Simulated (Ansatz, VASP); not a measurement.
# Na in VASP and in Ansatz

INCAR

```
ALGO     = Normal         # electronic algorithm
EDIFF    = 1E-8           # SCF threshold, eV
ENCUT    = 400            # plane-wave cutoff, eV
GGA      = PE             # functional
GGA_COMPAT= False        
ISIF     = 2              # what is computed and relaxed
ISMEAR   = -1             # smearing method
LASPH    = True           # aspherical terms in the spheres
LCHARG   = False          # write CHGCAR
LEFG     = True         
LREAL    = False          # projectors in reciprocal space
LWAVE    = False          # write WAVECAR
NBANDS   = 10             # bands
NELM     = 120            # most SCF steps
PREC     = Accurate       # precision mode
SIGMA    = 0.05           # smearing width, eV
```

File KPOINTS:

```
k-points
0
Gamma
  12 12 12
```

POSCAR

```
Na
1.0
   -2.1245349354      2.1245349354      2.1245349354
    2.1245349354     -2.1245349354      2.1245349354
    2.1245349354      2.1245349354     -2.1245349354
Na
1
Direct
    0.0000000000      0.0000000000      0.0000000000
```

Input for Ansatz:

```yaml
crystal:
  lattice:
    - [-2.1245349354, 2.1245349354, 2.1245349354]
    - [2.1245349354, -2.1245349354, 2.1245349354]
    - [2.1245349354, 2.1245349354, -2.1245349354]
  atoms:
    - { symbol: Na, position: [0.0, 0.0, 0.0] }
kpoints:
  mp_grid: { grid: [12, 12, 12] }
scf:
  occupations: { method: fermi_dirac, width: 0.05 }
hamiltonian:
  xc: pbe
  pseudopotentials: { kind: paw }
output:
  forces: true
  stress: true
  eigenvalues: true
  efg: { contact_densities: true }
```

Change from the starting cell: volume scaled by 1.01, PAW files.

Alike in both runs: task electric field gradients; functional PBE; k mesh 12 × 12 × 12; occupations fermi-dirac, width 0.05 eV; no spin polarisation.

```csv
,VASP,Ansatz
version,VASP 6.6.1,Ansatz 0.2.0
potentials or method,"VASP PAW PBE potentials, release 64 (Na_pv)","PAW with Ansatz's default frozen-core files, scalar-relativistic"
plane-wave cutoff (eV),400,420
valence electrons in the cell,7,9
```

Ansatz gave:

| Item | Value |
| --- | --- |
| pressure (GPa) | -0.3 |

Problem. Estimate VASP's values.

Solution. Pressure (GPa): -0.4.

The functional is the same, so the differences come from potentials, cutoffs and numerics. VASP's potentials hold 7 valence electrons a cell and Ansatz's 9, so a difference there can come from the potentials and not from the codes.
